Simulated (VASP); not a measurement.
Input of a VASP 6.6.1 run:

The input POSCAR:

```
TiN
1.0
    0.0000000000      2.0948702013      2.0948702013
    2.0948702013      0.0000000000      2.0948702013
    2.0948702013      2.0948702013      0.0000000000
Ti N
1 1
Direct
    0.0000000000      0.0000000000      0.0000000000
    0.5000000000      0.5000000000      0.5000000000
```

File INCAR.step1:

```
  ALGO = Normal
  EDIFF = 1E-4
  ENCUT = 520
  GGA = PE
  ISMEAR = 0
  LASPH = T
  LCHARG = F
  LREAL = F
  LWAVE = T
  NBANDS = 16
  NELM = 60
  PREC = Accurate
  SIGMA = 0.1
```

Contents of INCAR.step2:

```
  ALGO = Normal
  EDIFF = 1E-7
  ENCUT = 520
  ISIF = 2
  ISMEAR = 0
  ISTART = 1
  LASPH = T
  LCHARG = F
  LMIXTAU = T
  LREAL = F
  LWAVE = F
  METAGGA = R2SCAN
  NBANDS = 16
  NELM = 60
  PREC = Accurate
  SIGMA = 0.1
```

KPOINTS

```
k-points
0
Gamma
  18 18 18
```

Potentials or basis: VASP PAW PBE potentials, release 64 (Ti_sv, N).

Command:

```console
$ cat potpaw_PBE.64/Ti_sv/POTCAR potpaw_PBE.64/N/POTCAR > POTCAR
$ cp INCAR.step1 INCAR
$ mpirun -np 1 vasp_std > vasp.out
$ cp INCAR.step2 INCAR
$ mpirun -np 1 vasp_std > vasp.out
```

(1) What does it give for the band gap on the k mesh?

(2) What does it give for the pressure?

Answers

(1) zero (an odd number of electrons rules out a gap without spin polarisation).

(2) 11.3 GPa.

Caveat: the cell stands under pressure; the PAW data sets were made with another functional, which shifts forces and pressure a little.
